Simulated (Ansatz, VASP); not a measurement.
Two plane-wave programs on LiReS2

INCAR

```
PREC = Accurate ; ENCUT = 520
EDIFF = 1E-6 ; ISMEAR = 0
SIGMA = 0.1 ; LREAL = F
LASPH = T ; NELM = 150
ALGO = Normal ; ISIF = 2
LWAVE = F ; LCHARG = T
ISPIN = 2 ; MAGMOM = 0 1 0 0
LORBIT = 11 ; LMAXMIX = 4
GGA = PE ; LELF = T
LVHAR = T ; NBANDS = 23
```

The input KPOINTS:

```
regular mesh
0
Gamma
  6 6 6
```

POSCAR

```
LiReS2
1.0
    1.7669299007      1.0201374538      6.2176922491
   -1.7669299007      1.0201374538      6.2176922491
    0.0000000000     -2.0402749077      6.2176922491
Li Re S
1 1 2
Direct
    0.0000000000      0.0000000000      0.0000000000
    0.5000000000      0.5000000000      0.5000000000
    0.2220000000      0.2220000000      0.2220000000
    0.7780000000      0.7780000000      0.7780000000
```

Input for Ansatz:

```yaml
crystal:
  lattice:
    - [1.7669299007, 1.0201374538, 6.2176922491]
    - [-1.7669299007, 1.0201374538, 6.2176922491]
    - [0.0, -2.0402749077, 6.2176922491]
  atoms:
    - { symbol: Li, position: [0.0, 0.0, 0.0] }
    - { symbol: Re, position: [0.5, 0.5, 0.5], spin: 1.0 }
    - { symbol: S, position: [0.222, 0.222, 0.222] }
    - { symbol: S, position: [0.778, 0.778, 0.778] }
basis:
  ecutwfc: 420
kpoints:
  mp_grid: { grid: [6, 6, 6] }
hamiltonian:
  xc: pbe
scf:
  occupations: { method: gaussian, width: 0.1 }
  lower_state_search: "off"
output:
  forces: true
  stress: true
  eigenvalues: true
  populations: true
magnetization:
  spin_polarized: true
```

Alike in both runs: task single point; functional PBE; k mesh 6 × 6 × 6; occupations gaussian, width 0.1 eV; collinear spin.

|  | VASP | Ansatz |
| --- | --- | --- |
| version | VASP 6.6.1 | Ansatz 0.2.0 |
| potentials or method | VASP PAW PBE potentials, release 64 (Li_sv, Re, S), cutoff 520 eV | scalar-relativistic, plane waves, PAW |
| valence electrons in the cell | 22 | 30 |

Ansatz gave:

```
gap on the k mesh at the Fermi level (eV) : none
rms of the force components (eV/Å)        : 1.588
net moment per atom (μB)                  : 0.00
```

Q: What did VASP give for the same quantities?

A: gap on the k mesh at the Fermi level (eV): none; rms of the force components (eV/Å): 1.652; net moment per atom (μB): 0.00.

Atom by atom the forces differ by 0.064 eV/Å (rms over components). A gap of «none» marks a metal or a gap that the smearing closes. VASP's potentials hold 22 valence electrons a cell and Ansatz's 30, so a difference there can come from the potentials and not from the codes. Ansatz's warnings: seeded moment not kept.

Spin-orbit coupling is off throughout. Noted on VASP's run: the cutoff is under 1.25 times that of the potentials, so the pressure is a little rough.
